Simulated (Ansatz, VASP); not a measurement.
# Two plane-wave programs on Ag

INCAR

```
SYSTEM = Ag
PREC = Accurate
ENCUT = 520
EDIFF = 1E-6
ISMEAR = -1
SIGMA = 0.1
LREAL = .FALSE.
LASPH = .TRUE.
NELM = 80
ALGO = Normal
ISIF = 2
LWAVE = .FALSE.
LCHARG = .FALSE.
GGA = B5
ALDAX = 1.0
AGGAX = 1.0
AGGAC = 1.0
ALDAC = 0.0
NBANDS = 30
```

KPOINTS

```
regular mesh
0
G
  14 14 4
  0 0 0
```

File POSCAR:

```
Ag
1.0
    2.9600325396      0.0000000000      0.0000000000
   -1.4800162698      2.5634633754      0.0000000000
    0.0000000000      0.0000000000      9.7679404062
Ag
4
Direct
    0.3333333333      0.6666666667      0.2500000000
    0.6666666667      0.3333333333      0.7500000000
    0.0000000000      1.0000000000      1.0000000000
    0.0000000000      1.0000000000      0.5000000000
```

Input for Ansatz:

```yaml
crystal:
  lattice:
    - [2.9600325396, 0.0, 0.0]
    - [-1.4800162698, 2.5634633754, 0.0]
    - [0.0, 0.0, 9.7679404062]
  atoms:
    - { symbol: Ag, position: [0.3333333333, 0.6666666667, 0.25] }
    - { symbol: Ag, position: [0.6666666667, 0.3333333333, 0.75] }
    - { symbol: Ag, position: [0.0, 1.0, 1.0] }
    - { symbol: Ag, position: [0.0, 1.0, 0.5] }
hamiltonian:
  xc: blyp
  pseudopotentials:
    kind: paw
    azcp:
      Ag: "pseudopotentials/Ag.paw.azcp"
basis:
  ecutwfc: 420
  fft_grid_basis: typed
kpoints:
  mp_grid: { grid: [14, 14, 4], shift: [0, 0, 0] }
magnetization:
  spin_polarized: false
scf:
  occupations: { method: fermi_dirac, width: 0.1 }
  lower_state_search: "off"
output:
  stress: true
```

Alike in both runs: task single point; functional BLYP; k mesh 14 × 14 × 4; occupations fermi-dirac, width 0.1 eV; no spin polarisation.

```csv
,VASP,Ansatz
version,VASP 6.6.1,Ansatz 0.2.0
potentials or method,"VASP PAW PBE potentials, release 64 (Ag), cutoff 520 eV","plane waves (420 eV) with PAW, scalar-relativistic"
valence electrons in the cell,44,76
```

VASP gave:

- pressure (GPa): 3.4
- traceless stress, the component that is largest in VASP (GPa): -0.61

Problem. What did Ansatz give for the same quantities?

Solution. Pressure (GPa): 3.3; traceless stress, the component that is largest in VASP (GPa): -0.60.

VASP's potentials were made for PBE, not for BLYP. With one functional, cell and mesh, what is left measures potentials, basis and numerics. VASP's potentials hold 44 valence electrons a cell and Ansatz's 76, so a difference there can come from the potentials and not from the codes.
